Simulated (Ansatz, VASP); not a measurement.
# One calculation of BN, two programs

```
B N
1.0
     2.55406    0.00000    0.00000
    -1.27703    2.21188    0.00000
     0.00000    0.00000    4.22388
B N
2 2
Direct
  0.33333 0.66667 0.99968
  0.66667 0.33333 0.49968
  0.33333 0.66667 0.37432
  0.66667 0.33333 0.87432
```

Alike in both runs: task single point; functional PBE; k mesh 9 × 9 × 6; no spin polarisation.

```csv
,VASP,Ansatz
version,VASP 6.6.1,Ansatz 0.2.0
potentials or method,"VASP PAW PBE potentials, release 64 (B, N), cutoff 520 eV","scalar-relativistic, plane waves, PAW"
occupations,"gaussian, width 0.01 eV",fixed
valence electrons in the cell,16,16
```

VASP gave:

```
gap on the k mesh at the Fermi level (eV) : 5.21
least direct gap on the mesh (eV)         : 8.23
pressure (GPa)                            : 0.4
```

Q: What did Ansatz give for the same quantities?

A: gap on the k mesh at the Fermi level (eV): 5.22; least direct gap on the mesh (eV): 8.23; pressure (GPa): 0.0.
